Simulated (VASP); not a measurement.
**HfB: single point with PBEsol**

HfB:

```
CELL_PARAMETERS angstrom
0.00000 2.36775 2.31000
2.36775 0.00000 2.31000
2.36775 2.36775 0.00000
ATOMIC_POSITIONS crystal
Hf 0.50000 0.50000 0.50000
B 0.00000 0.00000 0.00000
```

This cell differs from its parent crystal: strain +0.025 along x and y, +0.000 along z.

```json
{
 "Program": "VASP 6.6.1",
 "Task": "single point",
 "Functional": "PBEsol",
 "Potentials or basis": "VASP PAW PBE potentials, release 64 (Hf_pv, B)",
 "Cutoff": "500 eV",
 "k mesh": "18 × 18 × 18",
 "Occupations": "gaussian, width 0.15 eV",
 "Spin": "no spin polarisation"
}
```

The pressure is 12.4 GPa.

Stress tensor (GPa, compression positive):
```
 8.69  0.00  0.00
 0.00  8.69  0.00
 0.00  0.00 19.83
```

Levels at points of the mesh, in eV from the Fermi level:
```csv
k point,band 4,band 5,band 6,band 7,band 8,band 9,band 10,band 11
"(0.00, 0.00, 0.00)",-9.41,2.00,2.00,2.28,3.79,3.79,3.85,3.96
"(0.50, 0.00, 0.00)",-4.90,-4.18,-1.34,-1.26,6.07,6.27,7.15,8.16
"(0.50, 0.50, 0.00)",-6.53,-1.05,-0.85,2.10,2.10,5.93,7.43,7.43
"(0.50, 0.00, 0.50)",-6.60,-1.14,-1.02,2.24,2.34,5.87,7.30,7.58
```

It took 2.5 min on 1 thread of Intel(R) Xeon(R) Platinum 8259CL CPU @ 2.50GHz (Skylake/Cascade Lake) (shared host), peak memory 0.28 GiB.

Caveat: the cell differs from its parent crystal (strain +0.025 along x and y, +0.000 along z); the PAW data sets were made with another functional, which shifts forces and pressure a little; spin-orbit coupling is left out, which moves the levels of the heavy elements.
